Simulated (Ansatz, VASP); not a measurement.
# One calculation of HgS, two programs

File INCAR:

```
  PREC = Accurate
  ENCUT = 500
  EDIFF = 1E-6
  ISMEAR = 0
  SIGMA = 0.05
  LREAL = False
  LASPH = True
  NELM = 120
  ALGO = Normal
  ISIF = 2
  LWAVE = False
  LCHARG = False
  GGA = RE
  IVDW = 13
  NBANDS = 16
  GGA_COMPAT = False
```

File KPOINTS:

```
Automatic mesh
0
Gamma
  8 8 8
```

File POSCAR:

```
HgS
1.0
    0.0000000000      2.9743836889      2.9743836889
    2.9743836889      0.0000000000      2.9743836889
    2.9743836889      2.9743836889      0.0000000000
Hg S
1 1
Direct
    0.0000000000      0.0000000000      0.0000000000
    0.7500000000      0.7500000000      0.7500000000
```

Input for Ansatz:

```yaml
crystal:
  lattice:
    - [0.0, 2.9743836889, 2.9743836889]
    - [2.9743836889, 0.0, 2.9743836889]
    - [2.9743836889, 2.9743836889, 0.0]
  atoms:
    - { symbol: Hg, position: [0.0, 0.0, 0.0] }
    - { symbol: S, position: [0.75, 0.75, 0.75] }
basis:
  ecutwfc: 420
  ecutrho_ratio: 4
kpoints:
  mp_grid: { grid: [8, 8, 8] }
hamiltonian:
  xc: revpbe
  dispersion: d4
scf:
  occupations: { method: gaussian, width: 0.05 }
output:
  forces: true
  stress: true
  eigenvalues: true
```

Alike in both runs: task single point; functional revPBE; dispersion D4; k mesh 8 × 8 × 8; occupations gaussian, width 0.05 eV; no spin polarisation.

```csv
,VASP,Ansatz
version,VASP 6.6.1,Ansatz 0.2.0
potentials or method,"VASP PAW PBE potentials, release 64 (Hg, S), cutoff 500 eV","scalar-relativistic, plane waves, PAW"
valence electrons in the cell,18,26
```

VASP gave:

```
gap on the k mesh at the Fermi level (eV) : none
pressure (GPa)                            : -0.8
```

Q: Estimate Ansatz's values.

A: gap on the k mesh at the Fermi level (eV): none; pressure (GPa): -1.0.

VASP's potentials were made for PBE, not for revPBE. A gap of «none» marks a metal or a gap that the smearing closes. VASP's potentials hold 18 valence electrons a cell and Ansatz's 26, so a difference there can come from the potentials and not from the codes.

Spin-orbit coupling is off throughout.
